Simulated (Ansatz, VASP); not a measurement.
## Two plane-wave programs on TiB

```
Ti B
1.0
     0.00000    2.45683    2.45683
     2.45683    0.00000    2.45683
     2.45683    2.45683    0.00000
Ti B
1 1
Direct
  0.75000 0.75000 0.75000
  0.00000 0.00000 0.00000
```

Alike in both runs: functional PBEsol; k mesh 14 × 14 × 14; occupations fermi-dirac, width 0.15 eV; no spin polarisation.

Ansatz relaxed the structure, and its values are those at the end. VASP's run is a single point on that final structure, the one shown.

|  | VASP | Ansatz |
| --- | --- | --- |
| version | VASP 6.6.1 | Ansatz 0.2.0 |
| potentials or method | VASP PAW PBE potentials, release 64 (Ti_sv, B), cutoff 520 eV | scalar-relativistic, plane waves, PAW |
| valence electrons in the cell | 15 | 15 |

|  | VASP | Ansatz | Ansatz less VASP |
| --- | --- | --- | --- |
| gap on the k mesh at the Fermi level (eV) | none | none | - |
| pressure (GPa) | 0.0 | 0.0 | 0.00 |

VASP's potentials were made for PBE, not for PBEsol. A gap of «none» marks a metal or a gap that the smearing closes. The functional is the same, so the differences come from potentials, cutoffs and numerics.
